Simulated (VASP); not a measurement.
# Zn (Im-3m) in VASP: a series of runs

Runs on Zn. Level: PBE. Tasks: relaxation of cell and atoms.

All numbers are computed with VASP 6.6.1; they aren't measurements. Logs are shortened: lines on timing, memory, paths and dates and some standing lists are left out, and cuts for length are marked.

### Step 1. The cell of the first run

Symmetry: Im-3m, No. 229, cubic system. Conventional cell: a = 3.130 Å, b = 3.130 Å, c = 3.130 Å, α = 90.00°, β = 90.00°, γ = 90.00°. Zn (site symmetry m-3m) has 14 Zn at 2.71 to 3.13 Å within 3.6 Å.

### Step 2. Relaxation of cell and atoms, PBE

File INCAR:

```
PREC = Accurate
ENCUT = 600
EDIFF = 1E-6
ISMEAR = 0
SIGMA = 0.05
LREAL = False
LASPH = True
NELM = 60
ALGO = Normal
ISIF = 3
LWAVE = False
LCHARG = False
GGA = PE
IBRION = 2
NSW = 80
EDIFFG = -0.01
```

File KPOINTS:

```
Automatic mesh
0
Gamma
  18 18 18
```

File POSCAR:

```
Zn
1.0
    1.5650000000      1.5650000000      1.5650000000
   -1.5650000000      1.5650000000      1.5650000000
   -1.5650000000     -1.5650000000      1.5650000000
Zn
1
Direct
    0.0000000000      0.0000000000      0.0000000000
```

Potentials or basis: VASP PAW PBE potentials, release 64 (Zn).

Launch:

```sh
$ cat potpaw_PBE.64/Zn/POTCAR > POTCAR
$ mpirun -np 1 vasp_std > vasp.out
```

OUTCAR:

```text
PREC = Accurate
   ENCUT = 600
   EDIFF = 1E-6
   ISMEAR = 0
   LREAL = False
   LASPH = True
   NELM = 60
   ISIF = 3
   GGA = PE
   IBRION = 2
   NSW = 80
   EDIFFG = -0.01

 ion  position               nearest neighbor table
   1  0.000  0.000  0.000-

  LATTYP: Found a body centered cubic cell.
 ALAT       =     3.1300000000

  Lattice vectors:

 A1 = (   1.5650000000,  -1.5650000000,  -1.5650000000)
 A2 = (   1.5650000000,   1.5650000000,   1.5650000000)
 A3 = (  -1.5650000000,  -1.5650000000,   1.5650000000)

Analysis of symmetry for initial positions (statically):
=====================================================================
 Subroutine PRICEL returns:
 Original cell was already a primitive cell.

 Routine SETGRP: Setting up the symmetry group for a
 body centered cubic supercell.

 Subroutine GETGRP returns: Found 48 space group operations
 (whereof 48 operations were pure point group operations)
 out of a pool of 48 trial point group operations.

The static configuration has the point symmetry O_h .

Analysis of symmetry for dynamics (positions and initial velocities):
=====================================================================
 Subroutine PRICEL returns:
 Original cell was already a primitive cell.

 Routine SETGRP: Setting up the symmetry group for a
 body centered cubic supercell.

 Subroutine GETGRP returns: Found 48 space group operations
 (whereof 48 operations were pure point group operations)
 out of a pool of 48 trial point group operations.

The dynamic configuration has the point symmetry O_h .

 Subroutine INISYM returns: Found 48 space group operations
 (whereof 48 operations are pure point group operations),
 and found     1 'primitive' translations

----------------------------------------------------------------------------------------

                                     Primitive cell

  volume of cell :      15.3321

  direct lattice vectors                    reciprocal lattice vectors
     1.565000000  1.565000000  1.565000000     0.319488818  0.000000000  0.319488818
    -1.565000000  1.565000000  1.565000000    -0.319488818  0.319488818  0.000000000
    -1.565000000 -1.565000000  1.565000000     0.000000000 -0.319488818  0.319488818

  length of vectors
     2.710659514  2.710659514  2.710659514     0.451825419  0.451825419  0.451825419

  position of ions in fractional coordinates (direct lattice)
     0.000000000  0.000000000  0.000000000

  ion indices of the primitive-cell ions
   primitive index   ion index
                 1           1

----------------------------------------------------------------------------------------

 KPOINTS: Automatic mesh

Automatic generation of k-mesh.
 Grid dimensions read from file:
 generate k-points for:   18   18   18

 Generating k-lattice:

  Cartesian coordinates                     Fractional coordinates (reciprocal lattice)
     0.017749379  0.000000000  0.017749379     0.055555556  0.000000000  0.000000000
    -0.017749379  0.017749379  0.000000000     0.000000000  0.055555556  0.000000000
     0.000000000 -0.017749379  0.017749379     0.000000000  0.000000000  0.055555556

  Length of vectors
     0.025101412  0.025101412  0.025101412

  Shift w.r.t. Gamma in fractional coordinates (k-lattice)
     0.000000000  0.000000000  0.000000000

 Subroutine IBZKPT returns following result:
 ===========================================

 Found    195 irreducible k-points:

 Following reciprocal coordinates:
            Coordinates               Weight
  0.000000  0.000000  0.000000      1.000000
[... 48 lines left out ...]
   ISIF   =      3    stress and relaxation
   ISYM   =      2    0-nonsym 1-usesym 2-fastsym
   POTIM  = 0.5000    time-step for ionic-motion
   TEBEG  =    0.0;   TEEND  =   0.0 temperature during run
   PSTRESS=    0.0 pullay stress
   NELECT =      12.0000    total number of electrons
   NUPDOWN=      -1.0000    fix difference up-down
   EMIN   =  10.00;   EMAX   =-10.00  energy-range for DOS
   EFERMI =   0.00;   METHOD = LEGACY
   ISMEAR =     0;   SIGMA  =   0.05  broadening in eV -4-tet -1-fermi 0-gaus
   EFERMI_NEDOS =   21; number of points for ismear=-14 and -15
   IALGO  =     38    algorithm
   IMIX   =      4    mixing-type and parameters
     AMIX     =   0.40;   BMIX     =  1.00
     AMIX_MAG =   1.60;   BMIX_MAG =  1.00
  volume/ion in A,a.u.               =      15.33       103.47
  Fermi-wavevector in a.u.,A,eV,Ry     =   1.508693  2.851017 30.968968  2.276155
  Thomas-Fermi vector in A             =   2.619114
   LORBIT       =      0    0 simple, 1 ext, 2 COOP (PROOUT), +10 PAW based schemes
   GGA     = PE    functional components
   LHFCALC =     F    Hartree Fock is set to
   AEXX    =    0.0000 exact exchange contribution
   IVDW    =     0    specifies the selected vdW correction
   LEPSILON=     F    determine dielectric tensor
   LRPA    =     F    only Hartree local field effects (RPA)
 conjugate gradient relaxation of ions
 non-spin polarized calculation
 Gauss-broadening in eV      SIGMA  =   0.05
  energy-cutoff  :      600.00
  volume of cell :       15.33
 maximum number of plane-waves:       531
 NGX is ok and might be reduce to    24
   NGX = 11   NGY = 11   NGZ = 11

--------------------------------------- Ionic step        1  -------------------------------------------

 number of electron      11.9999992 magnetization

 Free energy of the ion-electron system (eV)
  ---------------------------------------------------
  ext. energy  EPLUGINS =         0.00000000
  ---------------------------------------------------
  free energy    TOTEN  =        -1.02245738 eV

  energy without entropy =       -1.02204574  energy(sigma->0) =       -1.02225156

------------------------ aborting loop because EDIFF is reached ----------------------------------------

  FORCE on cell =-STRESS in cart. coord.  units (eV):
  Direction    XX          YY          ZZ          XY          YZ          ZX
  --------------------------------------------------------------------------------------
  -------------------------------------------------------------------------------------
  Total        0.0393890      0.0393890      0.0393890      0.0000000      0.0000000      0.0000000
  in kB        4.1160683      4.1160683      4.1160683      0.0000000      0.0000000      0.0000000
  external PRESSURE =       4.1160683 kB  Pullay stress =       0.0000000 kB

 VOLUME and BASIS-vectors are now :
 -----------------------------------------------------------------------------
  energy-cutoff  :      600.00
  volume of cell :       15.33
      direct lattice vectors                 reciprocal lattice vectors
     1.565000000  1.565000000  1.565000000     0.319488818  0.000000000  0.319488818
    -1.565000000  1.565000000  1.565000000    -0.319488818  0.319488818  0.000000000
    -1.565000000 -1.565000000  1.565000000     0.000000000 -0.319488818  0.319488818

 POSITION                                       TOTAL-FORCE (eV/Angst)
 -----------------------------------------------------------------------------------
      0.00000      0.00000      0.00000         0.000000     -0.000000     -0.000000
 -----------------------------------------------------------------------------------
    total drift:                                0.000000     -0.000000      0.000000

  FREE ENERGIE OF THE ION-ELECTRON SYSTEM (eV)
  ---------------------------------------------------
  free  energy   TOTEN  =        -1.0224573791 eV

  energy  without entropy=       -1.0220457351  energy(sigma->0) =       -1.02225156

--------------------------------------- Ionic step        2  -------------------------------------------

 number of electron      11.9999994 magnetization

 Free energy of the ion-electron system (eV)
  ---------------------------------------------------
  ext. energy  EPLUGINS =         0.00000000
  ---------------------------------------------------
  free energy    TOTEN  =        -1.02254423 eV

  energy without entropy =       -1.02214354  energy(sigma->0) =       -1.02234389

 E-fermi :   3.0699     XC(G=0): -11.4942

 val. band max:        3.0451369667   @ k =  -0.4444   0.1667   0.0000
 cond. band min:       3.1065168439   @ k =   0.2778  -0.3333   0.1111
 fundamental gap:      0.0613798772
 Fermi energy:         3.0699073288

 k-point     1 :       0.0000    0.0000    0.0000
  band No.  band energies     occupation
      1      -7.2507      2.00000
      2      -4.6595      2.00000
      3      -4.6595      2.00000
      4      -4.6595      2.00000
      5      -4.1614      2.00000
      6      -4.1614      2.00000
      7      22.0983      0.00000
      8      22.0983      0.00000
      9      22.0983      0.00000
     10      23.8321      0.00000
[... 287 lines left out ...]
 k-point    24 :       0.5000    0.1111    0.0000
  band No.  band energies     occupation
      1      -5.2023      2.00000
      2      -4.9233      2.00000
      3      -4.2115      2.00000
      4      -4.1838      2.00000
      5      -3.9539      2.00000
      6      -0.2066      2.00000
      7       3.5943      0.00000
      8      11.8602      0.00000
      9      14.9212      0.00000
     10      19.9907      0.00000

 [... further k-points ...]

------------------------ aborting loop because EDIFF is reached ----------------------------------------

  FORCE on cell =-STRESS in cart. coord.  units (eV):
  Direction    XX          YY          ZZ          XY          YZ          ZX
  --------------------------------------------------------------------------------------
  -------------------------------------------------------------------------------------
  Total       -0.0004212     -0.0004212     -0.0004212     -0.0000000      0.0000000     -0.0000000
  in kB       -0.0437637     -0.0437637     -0.0437637     -0.0000000      0.0000000     -0.0000000
  external PRESSURE =      -0.0437637 kB  Pullay stress =       0.0000000 kB

 VOLUME and BASIS-vectors are now :
 -----------------------------------------------------------------------------
  energy-cutoff  :      600.00
  volume of cell :       15.42
      direct lattice vectors                 reciprocal lattice vectors
     1.567973860  1.567973860  1.567973860     0.318882867  0.000000000  0.318882867
    -1.567973860  1.567973860  1.567973860    -0.318882867  0.318882867  0.000000000
    -1.567973860 -1.567973860  1.567973860     0.000000000 -0.318882867  0.318882867

 POSITION                                       TOTAL-FORCE (eV/Angst)
 -----------------------------------------------------------------------------------
     -1.56797      1.56797      1.56797        -0.000000      0.000000      0.000000
 -----------------------------------------------------------------------------------
    total drift:                               -0.000000      0.000000      0.000000

  FREE ENERGIE OF THE ION-ELECTRON SYSTEM (eV)
  ---------------------------------------------------
  free  energy   TOTEN  =        -1.0225442301 eV

  energy  without entropy=       -1.0221435408  energy(sigma->0) =       -1.02234389

 reached required accuracy - stopping structural energy minimisation
```

It took 14 s on 1 thread of Intel Xeon 6975P-C (Granite Rapids), shared host; peak memory 0.17 GiB.

What came out:

| Quantity | Value |
| --- | --- |
| Free energy | -1.0225 eV |
| Relaxed volume | 15.42 Å³/atom |
| Relaxed cell | a = 2.716 Å, b = 2.716 Å, c = 2.716 Å, α = 70.53°, β = 109.47°, γ = 70.53° |
| Space group after relaxing (to 0.05 Å) | Im-3m (No. 229) |
| Energy gained by relaxing | 0.1 meV/atom |
| Ionic steps | 2 |
| Pressure after relaxing | 0.0 GPa |
| Band gap on the k mesh | zero (band 6 reaches 7.29 eV, above the bottom of band 7 at 2.11 eV) |

Final structure:
```xyz
1
Lattice="1.5680 1.5680 1.5680 -1.5680 1.5680 1.5680 -1.5680 -1.5680 1.5680" Properties=species:S:1:pos:R:3 pbc="T T T"
Zn   -1.5680    1.5680    1.5680
```

### Step 3. Relaxation of cell and atoms, PBE, target pressure 10 GPa, at which the enthalpy is minimised

File INCAR:

```
PREC = Accurate
ENCUT = 600
EDIFF = 1E-6
ISMEAR = 0
SIGMA = 0.05
LREAL = F
LASPH = T
NELM = 100
ALGO = Normal
ISIF = 3
LWAVE = F
LCHARG = F
GGA = PE
IBRION = 2
NSW = 80
EDIFFG = -0.01
PSTRESS = 100.0
```

KPOINTS is that of step 2.

POSCAR is that of step 2.

Potentials or basis: VASP PAW PBE potentials, release 64 (Zn).

Launch:

```sh
$ cat potpaw_PBE.64/Zn/POTCAR > POTCAR
$ mpirun -np 1 vasp_std > vasp.out
```

Run time: 29 s. Hardware: 1 thread of Intel Xeon 6975P-C (Granite Rapids), shared host; peak memory 0.17 GiB.

The run converged. Its results:

```yaml
Free_energy: -0.9778 eV
Relaxed_volume: 13.79 Å³/atom
Relaxed_cell: a = 2.617 Å, b = 2.617 Å, c = 2.617 Å, α = 70.53°, β = 109.47°, γ = 70.53°
Space_group_after_relaxing_to_0.05_Å: Im-3m (No. 229)
Energy_change_on_relaxing_the_enthalpy_is_what_falls: +44.7 meV/atom
Ionic_steps: 4
Pressure_after_relaxing: 9.9 GPa
Band_gap_on_the_k_mesh: zero (band 6 reaches 8.34 eV, above the bottom of band 7 at 3.17 eV)
```

Step by step:
```csv
step,energy change (eV),largest force (eV/Å),pressure (GPa),volume (Å³)
1,0.0000,0.0000,0.41,15.33
2,0.0742,0.0000,13.21,13.38
3,0.0466,0.0000,10.21,13.76
4,0.0447,0.0000,9.92,13.79
```

Final structure:
```
CELL_PARAMETERS angstrom
1.51071 1.51071 1.51071
-1.51071 1.51071 1.51071
-1.51071 -1.51071 1.51071
ATOMIC_POSITIONS crystal
Zn 0.00000 0.00000 0.00000
```

Levels at points of the mesh, in eV from the Fermi level:
```csv
k point,band 4,band 5,band 6,band 7,band 8,band 9
"(0.00, 0.00, 0.00)",-8.19,-7.59,-7.59,20.84,20.84,20.84
"(0.50, 0.00, 0.00)",-7.54,-7.18,-3.22,-0.87,12.16,13.36
"(0.50, 0.50, 0.50)",-7.28,-7.28,4.29,4.29,4.29,8.77
```

Caveat: the cell is relaxed towards a set pressure, so the enthalpy falls and the energy may rise.
